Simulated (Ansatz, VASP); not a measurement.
Te2Mo: VASP beside Ansatz

```
Te Mo
1.0
     3.55621    0.00000    0.00000
    -1.77810    3.07977    0.00000
     0.00000    0.00000   39.99903
Te Mo
8 4
Direct
  0.33333 0.66667 0.85917
  0.33333 0.66667 0.24186
  0.66667 0.33333 0.66775
  0.66667 0.33333 0.05042
  0.66667 0.33333 0.75814
  0.66667 0.33333 0.14083
  0.33333 0.66667 0.94958
  0.33333 0.66667 0.33225
  0.33333 0.66667 0.71293
  0.33333 0.66667 0.09563
  0.66667 0.33333 0.90437
  0.66667 0.33333 0.28707
```

Alike in both runs: functional PBE; k mesh 12 × 12 × 1; occupations gaussian, width 0.02 eV; no spin polarisation.

Ansatz relaxed the structure, and its values are those at the end. VASP's run is a single point on that final structure, the one shown.

|  | VASP | Ansatz |
| --- | --- | --- |
| version | VASP 6.6.1 | Ansatz 0.2.0 |
| potentials or method | VASP PAW PBE potentials, release 64 (Te, Mo_sv), cutoff 520 eV | scalar-relativistic, plane waves, PAW |
| valence electrons in the cell | 104 | 184 |

Ansatz gave:

| Property | Result |
| --- | --- |
| gap on the k mesh at the Fermi level (eV) | 1.04 |
| least direct gap on the mesh (eV) | 1.04 |
| rms of the force components (eV/Å) | 0.000 |

Task: What did VASP give for the same quantities?

Result: gap on the k mesh at the Fermi level (eV): 1.04; least direct gap on the mesh (eV): 1.04; rms of the force components (eV/Å): 0.006.

VASP's potentials hold 104 valence electrons a cell and Ansatz's 184, so a difference there can come from the potentials and not from the codes.

Neither program's run includes spin-orbit coupling.
